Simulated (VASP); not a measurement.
Input of a VASP 6.6.1 run:

File INCAR:

```
SYSTEM = Se
PREC = Accurate
ENCUT = 520
EDIFF = 1E-7
ISMEAR = 0
SIGMA = 0.15
LREAL = .FALSE.
LASPH = .TRUE.
NELM = 100
ALGO = Normal
ISIF = 2
LWAVE = .FALSE.
LCHARG = .TRUE.
GGA = CA
LELF = .TRUE.
LVHAR = .TRUE.
NBANDS = 9
```

KPOINTS

```
regular mesh
0
G
  22 22 22
  0 0 0
```

Contents of POSCAR:

```
Se
1.0
   -1.5176765868      1.5176765868      2.1459946937
    1.5176765868     -1.5176765868      2.1459946937
    1.5176765868      1.5176765868     -2.1459946937
Se
1
Direct
    0.0000000000      0.0000000000      0.0000000000
```

Potentials or basis: VASP PAW LDA potentials, release 64 (Se).

Command:

```bash
$ cat potpaw_LDA.64/Se/POTCAR > POTCAR
$ mpirun -np 1 vasp_std > vasp.out
```

Q: Predict the pressure.

A: -3.4 GPa.

Q: What does it give for the band gap on the k mesh?

A: Zero (bands 3 and 4 overlap by 5.47 eV).

Caveat: the cell stands under tension.
